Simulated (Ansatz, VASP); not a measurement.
**Hf: VASP beside Ansatz**

```xyz
2
Lattice="3.2045 0.0000 0.0000 -1.6023 2.7752 0.0000 0.0000 0.0000 5.0738" Properties=species:S:1:pos:R:3 pbc="T T T"
Hf    0.0000    1.8501    1.2685
Hf    1.6023    0.9251    3.8054
```

Alike in both runs: task single point; functional PBE; k mesh 16 × 16 × 9; occupations fermi-dirac, width 0.1 eV; no spin polarisation.

```csv
,VASP,Ansatz
version,VASP 6.6.1,Ansatz 0.2.0
potentials or method,"VASP PAW PBE potentials, release 64 (Hf_pv), cutoff 520 eV","plane waves (420 eV) with PAW, scalar-relativistic"
valence electrons in the cell,20,52
```

```tsv
	VASP	Ansatz	Ansatz less VASP
pressure (GPa)	-0.5	-0.1	+0.44
traceless stress, the component that is largest in VASP (GPa)	-0.07	0.00	+0.066
```

VASP's potentials hold 20 valence electrons a cell and Ansatz's 52, so a difference there can come from the potentials and not from the codes.

Neither program's run includes spin-orbit coupling.
